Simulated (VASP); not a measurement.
# NaPd in VASP: notebook

NaPd is run at these levels: PBE; tasks: single point.

All numbers are computed with VASP 6.6.1; they aren't measurements. Logs are shortened: lines on timing, memory, paths and dates and some standing lists are left out, and cuts for length are marked.

## Step 1: The cell of the first run

The typed cell holds 6 atoms: a = 4.946 Å, b = 4.946 Å, c = 5.362 Å, α = 90.00°, β = 90.00°, γ = 120.00°.

## Step 2: Single point, PBE

The input, INCAR:

```
PREC = Accurate ; ENCUT = 520
EDIFF = 1E-6 ; ISMEAR = 0
SIGMA = 0.1 ; LREAL = F
LASPH = T ; NELM = 60
ALGO = Normal ; ISIF = 2
LWAVE = F ; LCHARG = F
GGA = PE ; NBANDS = 34
```

The input, KPOINTS:

```
Automatic mesh
0
Gamma
  6 6 4
```

The input, POSCAR:

```
NaPd
1.0
    4.9457353876      0.0000000000      0.0000000000
   -2.4728676938      4.2831324861      0.0000000000
    0.0000000000      0.0000000000      5.3622828945
Na Pd
3 3
Direct
    0.3333430171      0.0000000000      0.0000000000
    0.0000000000      0.3333430171      0.0000000000
    0.6666569829      0.6666569829      0.0000000000
    0.3333591111      0.0000000000      0.5000000000
    0.0000000000      0.3333591111      0.5000000000
    0.6666408889      0.6666408889      0.5000000000
```

Potentials or basis: VASP PAW PBE potentials, release 64 (Na_pv, Pd).

The run is started by

```bash
$ cat potpaw_PBE.64/Na_pv/POTCAR potpaw_PBE.64/Pd/POTCAR > POTCAR
$ mpirun -np 1 vasp_std > vasp.out
```

OUTCAR:

```text
PREC = Accurate
   ENCUT = 520
   EDIFF = 1E-6
   ISMEAR = 0
   LREAL = F
   LASPH = T
   NELM = 60
   ISIF = 2
   GGA = PE

 ion  position               nearest neighbor table
   1  0.333  0.000  0.000-   4 2.68   4 2.68
   2  0.000  0.333  0.000-   5 2.68   5 2.68
   3  0.667  0.667  0.000-   6 2.68   6 2.68
   4  0.333  0.000  0.500-   1 2.68   1 2.68   6 2.86   5 2.86   6 2.86   5 2.86   5 2.86   6 2.86

   5  0.000  0.333  0.500-   2 2.68   2 2.68   6 2.86   6 2.86   4 2.86   4 2.86   4 2.86   6 2.86

   6  0.667  0.667  0.500-   3 2.68   3 2.68   5 2.86   5 2.86   4 2.86   4 2.86   4 2.86   5 2.86

  LATTYP: Found a hexagonal cell.
 ALAT       =     4.9457353876
 C/A-ratio  =     1.0842235733

  Lattice vectors:

 A1 = (   4.9457353876,   0.0000000000,   0.0000000000)
 A2 = (  -2.4728676938,   4.2831324861,   0.0000000000)
 A3 = (   0.0000000000,   0.0000000000,   5.3622828945)

Analysis of symmetry for initial positions (statically):
=====================================================================
 Subroutine PRICEL returns:
 Original cell was already a primitive cell.

 Routine SETGRP: Setting up the symmetry group for a
 hexagonal supercell.

 Subroutine GETGRP returns: Found 12 space group operations
 (whereof 12 operations were pure point group operations)
 out of a pool of 24 trial point group operations.

The static configuration has the point symmetry D_3h.

Analysis of symmetry for dynamics (positions and initial velocities):
=====================================================================
 Subroutine PRICEL returns:
 Original cell was already a primitive cell.

 Routine SETGRP: Setting up the symmetry group for a
 hexagonal supercell.

 Subroutine GETGRP returns: Found 12 space group operations
 (whereof 12 operations were pure point group operations)
 out of a pool of 24 trial point group operations.

The dynamic configuration has the point symmetry D_3h.

 Subroutine INISYM returns: Found 12 space group operations
 (whereof 12 operations are pure point group operations),
 and found     1 'primitive' translations

----------------------------------------------------------------------------------------

                                     Primitive cell

  volume of cell :     113.5905

  direct lattice vectors                    reciprocal lattice vectors
     4.945735388  0.000000000  0.000000000     0.202194400  0.116736991  0.000000000
    -2.472867694  4.283132486  0.000000000     0.000000000  0.233473983  0.000000000
     0.000000000  0.000000000  5.362282894     0.000000000  0.000000000  0.186487737

  length of vectors
     4.945735388  4.945735388  5.362282894     0.233473983  0.233473983  0.186487737

  position of ions in fractional coordinates (direct lattice)
     0.333343017  0.000000000  0.000000000
     0.000000000  0.333343017  0.000000000
     0.666656983  0.666656983  0.000000000
     0.333359111  0.000000000  0.500000000
     0.000000000  0.333359111  0.500000000
     0.666640889  0.666640889  0.500000000

  ion indices of the primitive-cell ions
   primitive index   ion index
                 1           1
                 2           2
                 3           3
                 4           4
                 5           5
                 6           6

----------------------------------------------------------------------------------------

 KPOINTS: Automatic mesh

Automatic generation of k-mesh.
 Grid dimensions read from file:
 generate k-points for:    6    6    4

 Generating k-lattice:

  Cartesian coordinates                     Fractional coordinates (reciprocal lattice)
     0.033699067  0.019456165  0.000000000     0.166666667  0.000000000  0.000000000
     0.000000000  0.038912330  0.000000000     0.000000000  0.166666667  0.000000000
     0.000000000  0.000000000  0.046621934     0.000000000  0.000000000  0.250000000

  Length of vectors
     0.038912330  0.038912330  0.046621934

  Shift w.r.t. Gamma in fractional coordinates (k-lattice)
     0.000000000  0.000000000  0.000000000

 Subroutine IBZKPT returns following result:
 ===========================================

 Found     21 irreducible k-points:

 Following reciprocal coordinates:
            Coordinates               Weight
  0.000000  0.000000  0.000000      1.000000
  0.166667  0.000000  0.000000      6.000000
  0.333333  0.000000  0.000000      6.000000
  0.500000  0.000000  0.000000      3.000000
  0.166667  0.166667  0.000000      6.000000
  0.333333  0.166667  0.000000     12.000000
[... 13 lines left out ...]
  0.333333  0.166667  0.500000     12.000000
  0.333333  0.333333  0.500000      2.000000
   k-points           NKPTS =     21   k-points in BZ     NKDIM =     21   number of bands    NBANDS=     34
   number of dos      NEDOS =    301   number of ions     NIONS =      6
   total plane-waves  NPLWV =  64000
   dimension x,y,z NGX =    40 NGY =   40 NGZ =   40
   dimension x,y,z NGXF=    80 NGYF=   80 NGZF=   80
   ions per type =               3   3
   NGX,Y,Z   is equivalent  to a cutoff of  13.45, 13.45, 12.40 a.u.
   NGXF,Y,Z  is equivalent  to a cutoff of  26.89, 26.89, 24.80 a.u.
 SYSTEM =  unknown system
   PREC   = accura    normal or accurate (medium, high low for compatibility)
   ISTART =      0    job   : 0-new  1-cont  2-samecut
   ICHARG =      2    charge: 1-file 2-atom 10-const
   ISPIN  =      1    spin polarized calculation?
   LNONCOLLINEAR =      F non collinear calculations
   LSORBIT =      F    spin-orbit coupling
   LASPH  =      T    aspherical Exc in radial PAW
   ENCUT  =  520.0 eV  38.22 Ry    6.18 a.u.   9.20  9.20  9.97*2*pi/ulx,y,z
   NELM   =     60;   NELMIN=  2; NELMDL= -5     # of ELM steps
   EDIFF  = 0.1E-05   stopping-criterion for ELM
   LREAL  =      F    real-space projection
   EDIFFG = 0.1E-04   stopping-criterion for IOM
   NSW    =      0    number of steps for IOM
   IBRION =     -1    ionic relax: 0-MD 1-quasi-New 2-CG
   NFREE  =      0    steps in history (QN), initial steepest desc. (CG)
   ISIF   =      2    stress and relaxation
   ISYM   =      2    0-nonsym 1-usesym 2-fastsym
   POTIM  = 0.5000    time-step for ionic-motion
   TEBEG  =    0.0;   TEEND  =   0.0 temperature during run
   PSTRESS=    0.0 pullay stress
   NELECT =      51.0000    total number of electrons
   NUPDOWN=      -1.0000    fix difference up-down
   EMIN   =  10.00;   EMAX   =-10.00  energy-range for DOS
   EFERMI =   0.00;   METHOD = LEGACY
   ISMEAR =     0;   SIGMA  =   0.10  broadening in eV -4-tet -1-fermi 0-gaus
   EFERMI_NEDOS =   21; number of points for ismear=-14 and -15
   IALGO  =     38    algorithm
   IMIX   =      4    mixing-type and parameters
     AMIX     =   0.40;   BMIX     =  1.00
     AMIX_MAG =   1.60;   BMIX_MAG =  1.00
  volume/ion in A,a.u.               =      18.93       127.76
  Fermi-wavevector in a.u.,A,eV,Ry     =   1.253577  2.368916 21.380931  1.571454
  Thomas-Fermi vector in A             =   2.387423
   LORBIT       =      0    0 simple, 1 ext, 2 COOP (PROOUT), +10 PAW based schemes
   GGA     = PE    functional components
   LHFCALC =     F    Hartree Fock is set to
   AEXX    =    0.0000 exact exchange contribution
   IVDW    =     0    specifies the selected vdW correction
   LEPSILON=     F    determine dielectric tensor
   LRPA    =     F    only Hartree local field effects (RPA)
 non-spin polarized calculation
 Gauss-broadening in eV      SIGMA  =   0.10
  energy-cutoff  :      520.00
  volume of cell :      113.59
 maximum number of plane-waves:      3084
 NGX is ok and might be reduce to    40

 number of electron      50.9999974 magnetization

 Free energy of the ion-electron system (eV)
  ---------------------------------------------------
  ext. energy  EPLUGINS =         0.00000000
  ---------------------------------------------------
  free energy    TOTEN  =       -18.77887327 eV

  energy without entropy =      -18.76130873  energy(sigma->0) =      -18.77009100

 E-fermi :   4.6961     XC(G=0): -10.0103

 val. band max:        4.6877652707   @ k =   0.3333   0.1667   0.0000
 cond. band min:       4.7723755873   @ k =   0.3333   0.1667   0.2500
 fundamental gap:      0.0846103167
 Fermi energy:         4.6961120047

 k-point     1 :       0.0000    0.0000    0.0000
  band No.  band energies     occupation
      1     -20.4254      2.00000
      2     -20.4254      2.00000
      3     -20.4254      2.00000
      4     -20.4254      2.00000
      5     -20.2242      2.00000
      6     -20.2008      2.00000
[... 26 lines left out ...]
     33      10.4945      0.00000
     34      13.2730      0.00000

 k-point     2 :       0.1667    0.0000    0.0000
  band No.  band energies     occupation
      1     -20.4785      2.00000
      2     -20.4641      2.00000
      3     -20.3657      2.00000
      4     -20.3582      2.00000
      5     -20.2305      2.00000
      6     -20.2191      2.00000
[... 26 lines left out ...]
     33      11.6484      0.00000
     34      11.7234      0.00000

 k-point     3 :       0.3333    0.0000    0.0000
  band No.  band energies     occupation
      1     -20.5152      2.00000
      2     -20.4527      2.00000
      3     -20.3088      2.00000
      4     -20.3056      2.00000
      5     -20.2967      2.00000
      6     -20.2274      2.00000
[... 26 lines left out ...]
     33      11.2004      0.00000
     34      11.3958      0.00000

 k-point     4 :       0.5000    0.0000    0.0000
  band No.  band energies     occupation
      1     -20.5284      2.00000
      2     -20.3921      2.00000
      3     -20.3921      2.00000
      4     -20.2720      2.00000
      5     -20.2615      2.00000
      6     -20.2615      2.00000
[... 26 lines left out ...]
     33      10.7987      0.00000
     34      11.0489      0.00000

 k-point     5 :       0.1667    0.1667    0.0000
  band No.  band energies     occupation
      1     -20.4856      2.00000
      2     -20.4856      2.00000
      3     -20.3157      2.00000
      4     -20.3157      2.00000
      5     -20.2847      2.00000
      6     -20.2187      2.00000
[... 510 lines left out ...]
 k-point    19 :       0.1667    0.1667    0.5000
  band No.  band energies     occupation
      1     -20.4858      2.00000
      2     -20.4858      2.00000
      3     -20.3158      2.00000
      4     -20.3158      2.00000
      5     -20.2848      2.00000
      6     -20.2187      2.00000
[... 26 lines left out ...]
     33      11.7948      0.00000
     34      11.7954      0.00000

 k-point    20 :       0.3333    0.1667    0.5000
  band No.  band energies     occupation
      1     -20.5047      2.00000
      2     -20.4468      2.00000
      3     -20.3695      2.00000
      4     -20.2735      2.00000
      5     -20.2734      2.00000
      6     -20.2405      2.00000
[... 26 lines left out ...]
     33      12.2602      0.00000
     34      12.9527      0.00000

 k-point    21 :       0.3333    0.3333    0.5000
  band No.  band energies     occupation
      1     -20.4486      2.00000
      2     -20.4486      2.00000
      3     -20.4486      2.00000
      4     -20.2544      2.00000
      5     -20.2543      2.00000
      6     -20.2543      2.00000
[... 26 lines left out ...]
     33      12.0430      0.00000
     34      13.8865      0.00000

------------------------ aborting loop because EDIFF is reached ----------------------------------------

  FORCE on cell =-STRESS in cart. coord.  units (eV):
  Direction    XX          YY          ZZ          XY          YZ          ZX
  --------------------------------------------------------------------------------------
  -------------------------------------------------------------------------------------
  Total       -0.0110399     -0.0110399      0.1192330      0.0000000     -0.0000000      0.0000000
  in kB       -0.1557156     -0.1557156      1.6817637      0.0000000     -0.0000000      0.0000000
  external PRESSURE =       0.4567775 kB  Pullay stress =       0.0000000 kB

 VOLUME and BASIS-vectors are now :
 -----------------------------------------------------------------------------
  energy-cutoff  :      520.00
  volume of cell :      113.59
      direct lattice vectors                 reciprocal lattice vectors
     4.945735388  0.000000000  0.000000000     0.202194400  0.116736991  0.000000000
    -2.472867694  4.283132486  0.000000000     0.000000000  0.233473983  0.000000000
     0.000000000  0.000000000  5.362282894     0.000000000  0.000000000  0.186487737

 POSITION                                       TOTAL-FORCE (eV/Angst)
 -----------------------------------------------------------------------------------
      1.64863      0.00000      0.00000         0.000308      0.000000      0.000000
     -0.82431      1.42775      0.00000        -0.000154      0.000267      0.000000
      1.64855      2.85538      0.00000        -0.000154     -0.000267     -0.000000
      1.64871      0.00000      2.68114        -0.000922      0.000000     -0.000000
     -0.82435      1.42782      2.68114         0.000461     -0.000799     -0.000000
      1.64851      2.85531      2.68114         0.000461      0.000799     -0.000000
 -----------------------------------------------------------------------------------
    total drift:                               -0.000000     -0.000000     -0.000000

  FREE ENERGIE OF THE ION-ELECTRON SYSTEM (eV)
  ---------------------------------------------------
  free  energy   TOTEN  =       -18.7788732668 eV

  energy  without entropy=      -18.7613087331  energy(sigma->0) =      -18.77009100
```

It took 44 s on 1 thread of AMD EPYC 9R45 (Zen 5), shared host; peak memory 0.23 GiB.

Results:

```
Free energy : -18.7789 eV
Pressure    : 0.0 GPa
```

## Step 3: Single point, PBE

This run uses another cell than the first one: it holds 2 atoms, not 6.

The input, INCAR:

```
SYSTEM = NaPd
  PREC = Accurate
  ENCUT = 520
  EDIFF = 1E-6
  ISMEAR = 0
  SIGMA = 0.1
  LREAL = .FALSE.
  LASPH = .TRUE.
  NELM = 60
  ALGO = Fast
  ISIF = 2
  LWAVE = .FALSE.
  LCHARG = .TRUE.
  GGA = PE
  LELF = .TRUE.
  LVHAR = .TRUE.
  NBANDS = 16
```

The input, KPOINTS:

```
regular mesh
0
G
  24 24 10
  0 0 0
```

The input, POSCAR:

```
NaPd
1.0
    2.8593169030      0.0000000000      0.0000000000
   -1.4296584515      2.4762410755      0.0000000000
    0.0000000000      0.0000000000      5.3589238124
Na Pd
1 1
Direct
    0.0000000000      0.0000000000      0.0000000000
    0.0000000000      0.0000000000      0.5000000000
```

Potentials or basis: VASP PAW PBE potentials, release 64 (Na_pv, Pd).

The run is started by

```bash
$ cat potpaw_PBE.64/Na_pv/POTCAR potpaw_PBE.64/Pd/POTCAR > POTCAR
$ mpirun -np 1 vasp_std > vasp.out
```

It took 2 min on 1 thread of AMD EPYC 9R45 (Zen 5), shared host; peak memory 0.3 GiB.

Results (log left out):

```
Free energy : -6.2526 eV
Pressure    : 0.0 GPa
```

Stress tensor (GPa, compression positive):
```
-0.03  0.00  0.00
 0.00 -0.03  0.00
 0.00  0.00  0.07
```

Levels at points of the mesh, in eV from the Fermi level:
```tsv
k point	band 4	band 5	band 6	band 7	band 8	band 9	band 10	band 11	band 12	band 13
(0.00, 0.00, 0.00)	-5.20	-3.33	-2.00	-2.00	-0.73	-0.73	0.38	2.18	15.79	17.02
(0.50, 0.00, 0.00)	-3.71	-2.96	-1.72	-1.13	0.14	1.11	4.10	6.16	6.40	8.41
(0.00, 0.00, 0.50)	-4.60	-2.91	-2.53	-2.00	-2.00	-0.72	-0.72	6.68	9.63	17.30
(0.50, 0.00, 0.50)	-3.69	-3.04	-1.47	-1.12	0.14	1.99	3.58	3.95	5.54	11.17
```
